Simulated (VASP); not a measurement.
# NaGa12O18 (a cell with a defect) (Na interstitial hop between voids) in VASP: a series of runs

The runs below take NaGa12O18 (a cell with a defect) (Na interstitial hop between voids) through single point, with PBE.

Program: VASP 6.6.1. These are calculated values, not measurements. Logs are shortened: lines on timing, memory, paths and dates and some standing lists are left out, and cuts for length are marked.

### 1 The cell of the first run

The cell holds a defect, 31 atoms: a = 9.250 Å, b = 5.877 Å, c = 6.416 Å, α = 103.29°, β = 103.90°, γ = 90.00°.

### 2 Single point, PBE

The input, INCAR:

```
SYSTEM = NaGa12O18
ALGO = Normal
EDIFF = 1E-6
ENCUT = 520
GGA = PE
ISIF = 2
ISMEAR = -1
LASPH = .TRUE.
LCHARG = .TRUE.
LELF = .TRUE.
LREAL = Auto
LVHAR = .TRUE.
LWAVE = .FALSE.
NBANDS = 156
NELECT = 270.0
NELM = 100
PREC = Accurate
SIGMA = 0.01
```

The input, KPOINTS:

```
Automatic mesh
0
Gamma
  1 1 1
  0.25 0.25 0.25
```

The input, POSCAR:

```
NaGa12O18
1.0
    0.0000000000      9.2496621800      0.0000000000
   -1.3977182400      0.0000000000      5.7085775500
    6.2279771500     -1.5416103600      0.0067278600
Ga O Na
12 18 1
Direct
    0.1161412988      0.6401884746      0.6852767769
    0.2289436209      0.3111416058      0.3051511353
    0.3142587102      0.1958388295      0.8235686131
    0.0207854292      0.7774106586      0.1254436294
    0.4440722386      0.6845110132      0.6787890236
    0.5558691025      0.3058313973      0.3184893063
    0.6318786821      0.2056599815      0.8100713259
    0.3675007630      0.7878412592      0.1825356887
    0.7675707505      0.6884770261      0.6830559578
    0.8800648234      0.3349793705      0.3136637674
    0.9734259611      0.2002345778      0.8729944556
    0.6918482421      0.7957826715      0.1804298455
    0.1777460563      0.7231459138      0.0011105105
    0.1756819988      0.2638986711      0.9875310776
    0.2731577691      0.4134832223      0.6376410745
    0.0477290050      0.5847622936      0.3435116848
    0.0435551620      0.1119039225      0.2406084861
    0.2729087911      0.8821883759      0.6681533480
    0.4995563816      0.7382977443      0.0025374569
    0.5037718557      0.2554647954      0.9962163725
    0.6051421677      0.4361942951      0.6476115158
    0.3922387894      0.5578670665      0.3467058280
    0.3913873667      0.1012009000      0.3262276490
    0.6043817858      0.8931557813      0.6640979931
    0.8210879953      0.7270615987     -0.0003745585
    0.8183819056      0.2714565985      0.9955551682
    0.9559892522      0.3953034812      0.6503437294
    0.7256364151      0.5703979322      0.3566022386
    0.7267753268      0.1073338409      0.3334560191
    0.9495066720      0.8745301838      0.7292996875
    1.0488305284      1.0158161266      0.5255556740
```

Potentials or basis: VASP PAW PBE potentials, release 64 (Ga_d, O, Na_pv).

Started as:

```sh
cat potpaw_PBE.64/Ga_d/POTCAR potpaw_PBE.64/O/POTCAR potpaw_PBE.64/Na_pv/POTCAR > POTCAR
mpirun -np 1 vasp_std > vasp.out
```

OUTCAR:

```text
SYSTEM = NaGa12O18
   EDIFF = 1E-6
   ENCUT = 520
   GGA = PE
   ISIF = 2
   ISMEAR = -1
   LASPH = .TRUE.
   LREAL = Auto
   NELECT = 270.0
   NELM = 100
   PREC = Accurate

 ion  position               nearest neighbor table
   1  0.116  0.640  0.685-  13 1.91  15 2.00  27 2.00  18 2.07  16 2.08  30 2.09  31 2.65
   2  0.229  0.311  0.305-  14 1.93  23 1.94  17 1.98  15 2.02  22 2.02  16 2.34
   3  0.314  0.196  0.824-  20 1.82  14 1.83  18 1.87  15 1.92  31 2.76
   4  0.021  0.777  0.125-  13 1.81  25 1.82  17 1.93  16 1.97  31 2.58
   5  0.444  0.685  0.679-  24 1.96  18 1.96  19 1.97  22 2.03  21 2.10  15 2.17
   6  0.556  0.306  0.318-  23 1.96  20 1.96  29 1.96  21 2.01  22 2.13  28 2.14
   7  0.632  0.206  0.810-  26 1.83  24 1.85  20 1.85  21 1.87
   8  0.368  0.788  0.183-  13 1.84  23 1.85  19 1.85  22 1.88
   9  0.768  0.688  0.683-  24 1.93  30 1.93  25 1.93  28 1.99  21 2.05
  10  0.880  0.335  0.314-  26 1.93  29 2.00  28 2.01  27 2.05  17 2.07  16 2.08  31 2.82
  11  0.973  0.200  0.873-  26 1.80  14 1.84  30 1.91  27 2.01  31 2.50
  12  0.692  0.796  0.180-  25 1.84  19 1.85  29 1.86  28 1.91
  13  0.178  0.723  0.001-   4 1.81   8 1.84   1 1.91
  14  0.176  0.264  0.988-   3 1.83  11 1.84   2 1.93
  15  0.273  0.413  0.638-   3 1.92   1 2.00   2 2.02   5 2.17
  16  0.048  0.585  0.344-   4 1.97   1 2.08  10 2.08   2 2.34
  17  0.044  0.112  0.241-   4 1.93   2 1.98  31 2.02  10 2.07
  18  0.273  0.882  0.668-   3 1.87   5 1.96   1 2.07  31 2.27
  19  0.500  0.738  0.003-  12 1.85   8 1.85   5 1.97
  20  0.504  0.255  0.996-   3 1.82   7 1.85   6 1.96
  21  0.605  0.436  0.648-   7 1.87   6 2.01   9 2.05   5 2.10
  22  0.392  0.558  0.347-   8 1.88   2 2.02   5 2.03   6 2.13
  23  0.391  0.101  0.326-   8 1.85   2 1.94   6 1.96
  24  0.604  0.893  0.664-   7 1.85   9 1.93   5 1.96
  25  0.821  0.727  1.000-   4 1.82  12 1.84   9 1.93
  26  0.818  0.271  0.996-  11 1.80   7 1.83  10 1.93
  27  0.956  0.395  0.650-   1 2.00  11 2.01  10 2.05
  28  0.726  0.570  0.357-  12 1.91   9 1.99  10 2.01   6 2.14
  29  0.727  0.107  0.333-  12 1.86   6 1.96  10 2.00
  30  0.950  0.875  0.729-  11 1.91   9 1.93  31 2.08   1 2.09
  31  0.049  0.016  0.526-  17 2.02  30 2.08  18 2.27  11 2.50   4 2.58   1 2.65   3 2.76  10 2.82

  LATTYP: Found a triclinic cell.
 ALAT       =     5.8771994966
 B/A-ratio  =     1.6412011407
 C/A-ratio  =     2.7541529852
 COS(alpha) =     0.0064926560
 COS(beta)  =     0.5439765005
 COS(gamma) =     0.7621873503

  Lattice vectors:

 A1 = (   1.3977182400,   0.0000000000,  -5.7085775500)
 A2 = (   7.6256953900,  -1.5416103600,  -5.7018496900)
 A3 = (  -9.6605178200,  -6.1664414600, -11.4306108200)

Analysis of symmetry for initial positions (statically):
=====================================================================
 Subroutine PRICEL returns:
 Original cell was already a primitive cell.

 Routine SETGRP: Setting up the symmetry group for a
 triclinic supercell.

 Subroutine GETGRP returns: Found  1 space group operations
 (whereof  1 operations were pure point group operations)
 out of a pool of  2 trial point group operations.

The static configuration has the point symmetry C_1 .

Analysis of symmetry for dynamics (positions and initial velocities):
=====================================================================
 Subroutine PRICEL returns:
 Original cell was already a primitive cell.

 Routine SETGRP: Setting up the symmetry group for a
 triclinic supercell.

 Subroutine GETGRP returns: Found  1 space group operations
 (whereof  1 operations were pure point group operations)
 out of a pool of  2 trial point group operations.

The dynamic configuration has the point symmetry C_1 .

 Subroutine INISYM returns: Found  1 space group operations
 (whereof  1 operations are pure point group operations),
 and found     1 'primitive' translations

----------------------------------------------------------------------------------------

                                     Primitive cell

  volume of cell :     328.9392

  direct lattice vectors                    reciprocal lattice vectors
     0.000000000  9.249662180  0.000000000     0.026753887  0.108112056  0.006550563
    -1.397718240  0.000000000  5.708577550    -0.000189185  0.000000000  0.175128666
     6.227977150 -1.541610360  0.006727860     0.160523321  0.000000000  0.039303377

  length of vectors
     9.249662180  5.877199497  6.415941641     0.111565663  0.175128768  0.165264914

  position of ions in fractional coordinates (direct lattice)
     0.116141299  0.640188475  0.685276777
     0.228943621  0.311141606  0.305151135
     0.314258710  0.195838829  0.823568613
     0.020785429  0.777410659  0.125443629
     0.444072239  0.684511013  0.678789024
     0.555869102  0.305831397  0.318489306
[... 23 lines left out ...]
     0.949506672  0.874530184  0.729299688
     0.048830528  0.015816127  0.525555674

  ion indices of the primitive-cell ions
   primitive index   ion index
                 1           1
                 2           2
                 3           3
                 4           4
                 5           5
                 6           6
[... 23 lines left out ...]
                30          30
                31          31

----------------------------------------------------------------------------------------

 KPOINTS: Automatic mesh

Automatic generation of k-mesh.
 Grid dimensions read from file:
 generate k-points for:    1    1    1

 Generating k-lattice:

  Cartesian coordinates                     Fractional coordinates (reciprocal lattice)
     0.026753887  0.108112056  0.006550563     1.000000000  0.000000000  0.000000000
    -0.000189185  0.000000000  0.175128666     0.000000000  1.000000000  0.000000000
     0.160523321  0.000000000  0.039303377     0.000000000 -0.000000000  1.000000000

  Length of vectors
     0.111565663  0.175128768  0.165264914

  Shift w.r.t. Gamma in fractional coordinates (k-lattice)
     0.250000000  0.250000000  0.250000000

 Subroutine IBZKPT returns following result:
 ===========================================

 Found      1 irreducible k-points:

 Following reciprocal coordinates:
            Coordinates               Weight
  0.250000  0.250000  0.250000      2.000000
   k-points           NKPTS =      1   k-points in BZ     NKDIM =      1   number of bands    NBANDS=    156
   number of dos      NEDOS =    301   number of ions     NIONS =     31
   total plane-waves  NPLWV = 161280
   dimension x,y,z NGX =    70 NGY =   48 NGZ =   48
   dimension x,y,z NGXF=   140 NGYF=   96 NGZF=   96
   ions per type =              12  18   1
   NGX,Y,Z   is equivalent  to a cutoff of  12.58, 13.58, 12.44 a.u.
   NGXF,Y,Z  is equivalent  to a cutoff of  25.16, 27.16, 24.87 a.u.
 SYSTEM =  NaGa12O18
   PREC   = accura    normal or accurate (medium, high low for compatibility)
   ISTART =      0    job   : 0-new  1-cont  2-samecut
   ICHARG =      2    charge: 1-file 2-atom 10-const
   ISPIN  =      1    spin polarized calculation?
   LNONCOLLINEAR =      F non collinear calculations
   LSORBIT =      F    spin-orbit coupling
   LASPH  =      T    aspherical Exc in radial PAW
   ENCUT  =  520.0 eV  38.22 Ry    6.18 a.u.  17.20 10.93 11.93*2*pi/ulx,y,z
   NELM   =    100;   NELMIN=  2; NELMDL= -5     # of ELM steps
   EDIFF  = 0.1E-05   stopping-criterion for ELM
   LREAL  =      T    real-space projection
   EDIFFG = 0.1E-04   stopping-criterion for IOM
   NSW    =      0    number of steps for IOM
   IBRION =     -1    ionic relax: 0-MD 1-quasi-New 2-CG
   NFREE  =      0    steps in history (QN), initial steepest desc. (CG)
   ISIF   =      2    stress and relaxation
   ISYM   =      2    0-nonsym 1-usesym 2-fastsym
   POTIM  = 0.5000    time-step for ionic-motion
   TEBEG  =    0.0;   TEEND  =   0.0 temperature during run
   PSTRESS=    0.0 pullay stress
   NELECT =     270.0000    total number of electrons
   NUPDOWN=      -1.0000    fix difference up-down
   EMIN   =  10.00;   EMAX   =-10.00  energy-range for DOS
   EFERMI =   0.00;   METHOD = LEGACY
   ISMEAR =    -1;   SIGMA  =   0.01  broadening in eV -4-tet -1-fermi 0-gaus
   EFERMI_NEDOS =   21; number of points for ismear=-14 and -15
   IALGO  =     38    algorithm
   IMIX   =      4    mixing-type and parameters
     AMIX     =   0.40;   BMIX     =  1.00
     AMIX_MAG =   1.60;   BMIX_MAG =  1.00
  volume/ion in A,a.u.               =      10.61        71.61
  Fermi-wavevector in a.u.,A,eV,Ry     =   1.532819  2.896608 31.967351  2.349534
  Thomas-Fermi vector in A             =   2.639972
   LORBIT       =      0    0 simple, 1 ext, 2 COOP (PROOUT), +10 PAW based schemes
   GGA     = PE    functional components
   LHFCALC =     F    Hartree Fock is set to
   AEXX    =    0.0000 exact exchange contribution
   IVDW    =     0    specifies the selected vdW correction
   LEPSILON=     F    determine dielectric tensor
   LRPA    =     F    only Hartree local field effects (RPA)
 non-spin polarized calculation
  energy-cutoff  :      520.00
  volume of cell :      328.94
 maximum number of plane-waves:      8866
 NGX is ok and might be reduce to    70
   NGX = 35   NGY = 21   NGZ = 23

 number of electron     270.0000025 magnetization

 Free energy of the ion-electron system (eV)
  ---------------------------------------------------
  ext. energy  EPLUGINS =         0.00000000
  ---------------------------------------------------
  free energy    TOTEN  =      -184.97354555 eV

  energy without entropy =     -184.97354555  energy(sigma->0) =     -184.97354555

 E-fermi :   3.9956     XC(G=0): -11.4961

 val. band max:        3.6746301343   @ k =   0.2500   0.2500   0.2500
 cond. band min:       7.7792661146   @ k =   0.2500   0.2500   0.2500
 fundamental gap:      4.1046359804
 Fermi energy:         3.9955605664

 k-point     1 :       0.2500    0.2500    0.2500
  band No.  band energies     occupation
      1     -17.8753      2.00000
      2     -17.7087      2.00000
      3     -17.6757      2.00000
      4     -14.7043      2.00000
      5     -14.5500      2.00000
      6     -14.3495      2.00000
[... 139 lines left out ...]
    146      10.7132      0.00000
    147      11.2770      0.00000
 [bands above 147 left out]

------------------------ aborting loop because EDIFF is reached ----------------------------------------

  FORCE on cell =-STRESS in cart. coord.  units (eV):
  Direction    XX          YY          ZZ          XY          YZ          ZX
  --------------------------------------------------------------------------------------
  -------------------------------------------------------------------------------------
  Total        7.3508339      5.9644912     -4.4334953     -2.0784455     -0.7089269      1.8909637
  in kB       35.8040000     29.0514856    -21.5944028    -10.1235676     -3.4529985      9.2103924
  external PRESSURE =      14.4203609 kB  Pullay stress =       0.0000000 kB

 VOLUME and BASIS-vectors are now :
 -----------------------------------------------------------------------------
  energy-cutoff  :      520.00
  volume of cell :      328.94
      direct lattice vectors                 reciprocal lattice vectors
     0.000000000  9.249662180  0.000000000     0.026753887  0.108112056  0.006550563
    -1.397718240  0.000000000  5.708577550    -0.000189185  0.000000000  0.175128666
     6.227977150 -1.541610360  0.006727860     0.160523321  0.000000000  0.039303377

 POSITION                                       TOTAL-FORCE (eV/Angst)
 -----------------------------------------------------------------------------------
      3.37308      0.01784      3.65918         0.024650     -0.015141      0.004361
      1.46559      1.64723      1.77823        -0.025645     -0.038664      0.022756
      4.85544      1.63717      1.12350         0.026114      0.010680      0.019345
     -0.30534     -0.00113      4.43875         0.041812      0.001384     -0.046523
      3.27073      3.06109      3.91215         0.011325     -0.000815      0.001506
      1.55608      4.65062      1.74801        -0.012870     -0.014961      0.005321
[... 23 lines left out ...]
      3.31971      7.65832      4.99723        -0.070984     -0.007834     -0.011353
      3.25104     -0.35854      0.09382         0.111660      0.262268      0.083588
 -----------------------------------------------------------------------------------
    total drift:                               -0.001289      0.015886      0.021359

  FREE ENERGIE OF THE ION-ELECTRON SYSTEM (eV)
  ---------------------------------------------------
  free  energy   TOTEN  =      -184.9735455500 eV

  energy  without entropy=     -184.9735455500  energy(sigma->0) =     -184.97354555
```

Run time: 93 s. Hardware: 1 thread of Intel Xeon 6975P-C (Granite Rapids), shared host; peak memory 0.39 GiB.

What came out:

```yaml
Free_energy: -184.9735 eV
Largest_force: 0.297 eV/Å
```

Forces in eV/Å, atoms in the order of the input:
```
Ga   0.025 -0.015  0.004
Ga  -0.026 -0.039  0.023
Ga   0.026  0.011  0.019
Ga   0.042  0.001 -0.047
Ga   0.011 -0.001  0.002
Ga  -0.013 -0.015  0.005
Ga  -0.015 -0.007  0.002
Ga  -0.004 -0.022  0.004
Ga  -0.013  0.019 -0.017
Ga   0.007 -0.020 -0.057
Ga   0.004 -0.022 -0.018
Ga   0.007  0.009 -0.018
O    0.005 -0.017  0.013
O   -0.019 -0.014  0.005
O    0.001 -0.003 -0.020
O    0.015  0.033 -0.023
O   -0.069 -0.014  0.009
O    0.004 -0.005 -0.005
O   -0.012 -0.002 -0.006
O    0.020  0.004  0.017
O    0.008 -0.005  0.001
O   -0.006 -0.014  0.012
O    0.011 -0.030 -0.002
O   -0.033 -0.010  0.023
O   -0.018 -0.012  0.009
O   -0.001 -0.017  0.021
O    0.004 -0.030 -0.017
O   -0.021 -0.011 -0.002
O    0.022 -0.007 -0.010
O   -0.071 -0.008 -0.011
Na   0.112  0.262  0.084
```

Caveat: the k points lie up to 1.10 Å⁻¹ apart; the cell carries a net charge on a neutralising background, which shifts energy and pressure; the cell is charged against a uniform background, so pressure and absolute levels hang on convention.

(Part 1 of 2 ends here.)
